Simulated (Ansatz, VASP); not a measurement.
## InSb3: VASP beside Ansatz

Contents of POSCAR:

```
InSb3
1.0
    0.0000000000      3.7343254740      3.7343254740
    3.7343254740      0.0000000000      3.7343254740
    3.7343254740      3.7343254740      0.0000000000
In Sb
1 3
Direct
    0.0000000000      0.0000000000      0.0000000000
    0.2500000000      0.2500000000      0.2500000000
    0.7500000000      0.7500000000      0.7500000000
    0.5000000000      0.5000000000      0.5000000000
```

The input INCAR.step1:

```
PREC = Accurate
ENCUT = 520
ISMEAR = 0
SIGMA = 0.1
LREAL = False
LASPH = True
NELM = 100
NBANDS = 22
GGA = PE
ALGO = Normal
EDIFF = 1E-4
LWAVE = True
LCHARG = False
```

Contents of INCAR.step2:

```
PREC = Accurate
ENCUT = 520
EDIFF = 1E-7
ISMEAR = 0
SIGMA = 0.1
LREAL = False
LASPH = True
NELM = 100
ALGO = Normal
ISIF = 2
LWAVE = False
LCHARG = False
METAGGA = R2SCAN
LMIXTAU = True
NBANDS = 22
ISTART = 1
```

The input KPOINTS:

```
Automatic mesh
0
Gamma
  10 10 10
```

Input for Ansatz:

```yaml
crystal:
  lattice:
    - [0.0, 3.734325474, 3.734325474]
    - [3.734325474, 0.0, 3.734325474]
    - [3.734325474, 3.734325474, 0.0]
  atoms:
    - { symbol: In, position: [0.0, 0.0, 0.0] }
    - { symbol: Sb, position: [0.25, 0.25, 0.25] }
    - { symbol: Sb, position: [0.75, 0.75, 0.75] }
    - { symbol: Sb, position: [0.5, 0.5, 0.5] }
basis:
  ecutwfc: 500
kpoints:
  mp_grid: { grid: [10, 10, 10] }
hamiltonian:
  xc: r2scan
scf:
  occupations: { method: gaussian, width: 0.1 }
output:
  forces: true
  stress: true
  eigenvalues: true
```

Alike in both runs: task single point; functional r2SCAN; k mesh 10 × 10 × 10; occupations gaussian, width 0.1 eV; no spin polarisation.

|  | VASP | Ansatz |
| --- | --- | --- |
| version | VASP 6.6.1 | Ansatz 0.2.0 |
| potentials or method | VASP PAW PBE potentials, release 64 (In_d, Sb), cutoff 520 eV | scalar-relativistic, plane waves, PAW |
| valence electrons in the cell | 28 | 58 |

|  | VASP | Ansatz | Ansatz less VASP |
| --- | --- | --- | --- |
| gap on the k mesh at the Fermi level (eV) | none | none | - |
| pressure (GPa) | 1.8 | 1.8 | +0.03 |

VASP's potentials were made for PBE, not for r2SCAN. A gap of «none» marks a metal or a gap that the smearing closes. VASP's potentials hold 28 valence electrons a cell and Ansatz's 58, so a difference there can come from the potentials and not from the codes.

Spin-orbit coupling is off throughout.
